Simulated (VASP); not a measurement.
Set up this calculation in VASP 6.6.1, as the native input.

```yaml
Task: single point
Functional: PBE
Potentials_or_basis: VASP PAW PBE potentials, release 64 (K_sv, Nd_3, Sb), 4f in core
Cutoff: 500 eV
k_mesh: 6 × 6 × 4
Occupations: gaussian, width 0.02 eV
Spin: no spin polarisation
Dipole_correction: no
Further_INCAR_settings: ALGO = Normal; EDIFF = 1e-06; NBANDS = 32
```

The structure of KNd2Sb3 lies in POSCAR:

```
KNd2Sb3
1.0
    4.7173053837      0.0000000000      0.0000000000
   -2.3586526919      4.0853062996      0.0000000000
    0.0000000000      0.0000000000     10.3413320586
K Nd Sb
1 2 3
Direct
    0.6666666667      0.3333333333      0.0000000000
    0.3333333333      0.6666666667      0.3259392829
    0.3333333333      0.6666666667      0.6740607171
    0.0000000000      0.0000000000      0.5000000000
    0.0000000000      0.0000000000      0.8081201459
    0.0000000000      0.0000000000      0.1918798541
```

The input as run:

INCAR

```
  PREC = Accurate
  ENCUT = 500
  EDIFF = 1E-6
  ISMEAR = 0
  SIGMA = 0.02
  LREAL = False
  LASPH = True
  NELM = 200
  ALGO = Normal
  ISIF = 2
  LWAVE = False
  LCHARG = False
  GGA = PE
  NBANDS = 32
  GGA_COMPAT = False
  LMAXMIX = 6
```

KPOINTS

```
regular mesh
0
Gamma
  6 6 4
```

Potentials or basis: VASP PAW PBE potentials, release 64 (K_sv, Nd_3, Sb), 4f in core.

Run with:

```console
$ cat potpaw_PBE.64/K_sv/POTCAR potpaw_PBE.64/Nd_3/POTCAR potpaw_PBE.64/Sb/POTCAR > POTCAR
$ mpirun -np 1 vasp_std > vasp.out
```

Results of the run:

```yaml
Pressure: 4.7 GPa
Largest_force: 0.029 eV/Å
Band_gap_on_the_k_mesh: 0.35 eV (least direct gap 0.62 eV)
```

Caveat: the cell stands under pressure; semilocal functionals underestimate gaps, and a narrow one can read as zero; spin-orbit coupling is left out, which moves the levels of the heavy elements; the 4f electrons are frozen in the core, so they carry no moment and show no levels.

Wall time 2.2 min on 1 thread of Intel(R) Xeon(R) Platinum 8375C CPU @ 2.90GHz (Ice Lake) (shared host), peak memory 0.38 GiB.
